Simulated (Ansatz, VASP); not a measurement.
One calculation of ZnCu, two programs

File INCAR:

```
SYSTEM = ZnCu
PREC = Accurate ; ENCUT = 520
EDIFF = 1E-6 ; ISMEAR = 0
SIGMA = 0.15 ; LREAL = .False.
LASPH = .True. ; NELM = 80
ALGO = Fast ; ISIF = 2
LWAVE = .False. ; LCHARG = .False.
GGA = PS ; NBANDS = 18
```

KPOINTS

```
Automatic mesh
0
Gamma
  16 16 16
  0 0 0
```

File POSCAR:

```
ZnCu
1.0
    2.9450000000      0.0000000000      0.0000000000
    0.0000000000      2.9450000000      0.0000000000
    0.0000000000      0.0000000000      2.9450000000
Zn Cu
1 1
Direct
    0.5000000000      0.5000000000      0.5000000000
   -0.0024505529     -0.0024505529     -0.0024505529
```

Input for Ansatz:

```yaml
crystal:
  lattice:
    - [2.945, 0.0, 0.0]
    - [0.0, 2.945, 0.0]
    - [0.0, 0.0, 2.945]
  atoms:
    - { symbol: Zn, position: [0.5, 0.5, 0.5] }
    - { symbol: Cu, position: [-0.0024505529, -0.0024505529, -0.0024505529] }
basis:
  ecutwfc: 420
kpoints:
  mp_grid: { grid: [16, 16, 16] }
hamiltonian:
  xc: pbesol
scf:
  occupations: { method: gaussian, width: 0.15 }
output:
  forces: true
  stress: true
  eigenvalues: true
```

Change from the starting cell: all Cu atoms moved +0.013 Å, as atom 2 towards its neighbour atom 1 (Zn) at 2.550 Å.

Alike in both runs: task single point; functional PBEsol; k mesh 16 × 16 × 16; occupations gaussian, width 0.15 eV; no spin polarisation.

```csv
,VASP,Ansatz
version,VASP 6.6.1,Ansatz 0.2.0
potentials or method,"VASP PAW PBE potentials, release 64 (Zn, Cu), cutoff 520 eV","scalar-relativistic, plane waves, PAW"
valence electrons in the cell,23,31
```

|  | VASP | Ansatz | Ansatz less VASP |
| --- | --- | --- | --- |
| gap on the k mesh at the Fermi level (eV) | none | none | - |
| pressure (GPa) | -3.8 | -4.7 | -0.88 |
| rms of the force components (eV/Å) | 0.033 | 0.032 | -0.0007 |

VASP's potentials were made for PBE, not for PBEsol. Atom by atom the forces differ by 0.001 eV/Å (rms over components). A gap of «none» marks a metal or a gap that the smearing closes. VASP's potentials hold 23 valence electrons a cell and Ansatz's 31, so a difference there can come from the potentials and not from the codes.
